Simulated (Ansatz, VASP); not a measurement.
LiF in VASP and in Ansatz

Contents of INCAR:

```
SYSTEM = LiF
PREC = Accurate
ENCUT = 520
EDIFF = 1E-6
ISMEAR = 0
SIGMA = 0.05
LREAL = .False.
LASPH = .True.
NELM = 100
ALGO = Normal
ISIF = 2
LWAVE = .False.
LCHARG = .False.
NBANDS = 18
```

The input KPOINTS:

```
regular mesh
0
Gamma
  9 9 6
  0 0 0
```

The input POSCAR:

```
LiF
1.0
    3.0631065845      0.0000000000      0.0000000000
   -1.5315532922      2.6527281167      0.0000000000
    0.0000000000      0.0000000000      4.5591278403
Li F
2 2
Direct
    0.3333333333      0.6666666667      0.3746202181
    0.6666666667      0.3333333333      0.8746202181
    0.3333333333      0.6666666667      0.9910195924
    0.6666666667      0.3333333333      0.4910195924
```

Input for Ansatz:

```yaml
crystal:
  lattice:
    - [3.0631065845, 0.0, 0.0]
    - [-1.5315532922, 2.6527281167, 0.0]
    - [0.0, 0.0, 4.5591278403]
  atoms:
    - { symbol: Li, position: [0.3333333333, 0.6666666667, 0.3746202181] }
    - { symbol: Li, position: [0.6666666667, 0.3333333333, 0.8746202181] }
    - { symbol: F, position: [0.3333333333, 0.6666666667, 0.9910195924] }
    - { symbol: F, position: [0.6666666667, 0.3333333333, 0.4910195924] }
basis:
  ecutwfc: 520.0
kpoints:
  mp_grid: { grid: [9, 9, 6] }
hamiltonian:
  xc: lda
scf:
  occupations: { method: gaussian, width: 0.05 }
output:
  forces: true
  stress: true
  eigenvalues: true
```

Alike in both runs: task single point; functional LDA; k mesh 9 × 9 × 6; occupations gaussian, width 0.05 eV; no spin polarisation.

```csv
,VASP,Ansatz
version,VASP 6.6.1,Ansatz 0.2.0
potentials or method,"VASP PAW LDA potentials, release 64 (Li_sv, F), cutoff 520 eV","scalar-relativistic, plane waves, PAW"
valence electrons in the cell,20,20
```

```csv
,VASP,Ansatz,Ansatz less VASP
gap on the k mesh at the Fermi level (eV),7.83,7.84,+0.015
least direct gap on the mesh (eV),7.83,7.84,+0.015
rms of the force components (eV/Å),0.222,0.218,-0.0046
```

LDA's correlation is that of Perdew and Zunger in VASP and of Perdew and Wang (1992) in Ansatz. Atom by atom the forces differ by 0.005 eV/Å (rms over components).

Noted on VASP's run: the cutoff is short for stress, so the pressure is rough.
